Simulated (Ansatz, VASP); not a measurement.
**ZnS: VASP beside Ansatz**

```
Zn S
1.0
     3.78158    0.00000    0.00000
    -1.89079    3.27494    0.00000
     0.00000    0.00000    6.20896
Zn S
2 2
Direct
  0.33333 0.66667 0.00544
  0.66667 0.33333 0.50544
  0.33333 0.66667 0.37956
  0.66667 0.33333 0.87956
```

Alike in both runs: functional PBEsol; k mesh 10 × 10 × 6; occupations fermi-dirac, width 0.08 eV; no spin polarisation.

Ansatz relaxed the structure, and its values are those at the end. VASP's run is a single point on that final structure, the one shown.

```csv
,VASP,Ansatz
version,VASP 6.6.1,Ansatz 0.2.0
potentials or method,"VASP PAW PBE potentials, release 64 (Zn, S)","PAW with Ansatz's default frozen-core files, scalar-relativistic"
plane-wave cutoff (eV),520,420
valence electrons in the cell,36,36
```

```csv
,VASP,Ansatz,Ansatz less VASP
pressure (GPa),0.2,0.0,-0.20
```

VASP's potentials were made for PBE, not for PBEsol. With one functional, cell and mesh, what is left measures potentials, basis and numerics.
